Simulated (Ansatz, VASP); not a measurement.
# PbS2: VASP beside Ansatz

```
Pb S
1.0
     3.76544    0.00000    0.00000
    -1.88272    3.26096    0.00000
     0.00000    0.00000   29.68554
Pb S
1 2
Cartesian
  0.0000 0.0000 8.4941
  0.0000 2.1740 6.8139
  0.0000 2.1740 10.1743
```

Change from the starting cell: species swapped into a sheet of the WS2 type.

Alike in both runs: functional PBE; k mesh 12 × 12 × 1; occupations gaussian, width 0.01 eV; no spin polarisation.

Ansatz relaxed the structure, and its values are those at the end. VASP's run is a single point on that final structure, the one shown.

|  | VASP | Ansatz |
| --- | --- | --- |
| version | VASP 6.6.1 | Ansatz 0.2.0 |
| potentials or method | VASP PAW PBE potentials, release 64 (Pb_d, S), cutoff 520 eV | scalar-relativistic, plane waves, PAW |
| valence electrons in the cell | 26 | 26 |

|  | VASP | Ansatz | Ansatz less VASP |
| --- | --- | --- | --- |
| gap on the k mesh at the Fermi level (eV) | 0.14 | 0.15 | +0.007 |
| least direct gap on the mesh (eV) | 0.30 | 0.30 | +0.002 |

With one functional, cell and mesh, what is left measures potentials, basis and numerics. Ansatz's warnings: structure snapped to symmetry.

Neither program's run includes spin-orbit coupling.
